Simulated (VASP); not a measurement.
Input of a VASP 6.6.1 run:

File INCAR:

```
SYSTEM = Te
PREC = Accurate
ENCUT = 520
EDIFF = 1E-6
ISMEAR = 0
SIGMA = 0.15
LREAL = .FALSE.
LASPH = .TRUE.
NELM = 60
ALGO = Normal
ISIF = 2
LWAVE = .FALSE.
LCHARG = .FALSE.
GGA = PE
NBANDS = 9
```

KPOINTS

```
regular mesh
0
G
  15 15 15
  0 0 0
```

Contents of POSCAR:

```
Te
1.0
    2.3364977878      1.3489776267      1.7294756625
   -2.3364977878      1.3489776267      1.7294756625
    0.0000000000     -2.6979552534      1.7294756625
Te
1
Direct
    0.5000000000      0.5000000000      0.5000000000
```

Potentials or basis: VASP PAW PBE potentials, release 64 (Te).

Launch:

```bash
$ cat potpaw_PBE.64/Te/POTCAR > POTCAR
$ mpirun -np 1 vasp_std > vasp.out
```

(1) Estimate the pressure.

(2) Predict the band gap on the k mesh.

Answers

(1) -0.3 GPa.

(2) zero (bands 3 and 4 overlap by 4.70 eV).

Caveat: spin-orbit coupling is left out, which moves the levels of the heavy elements.
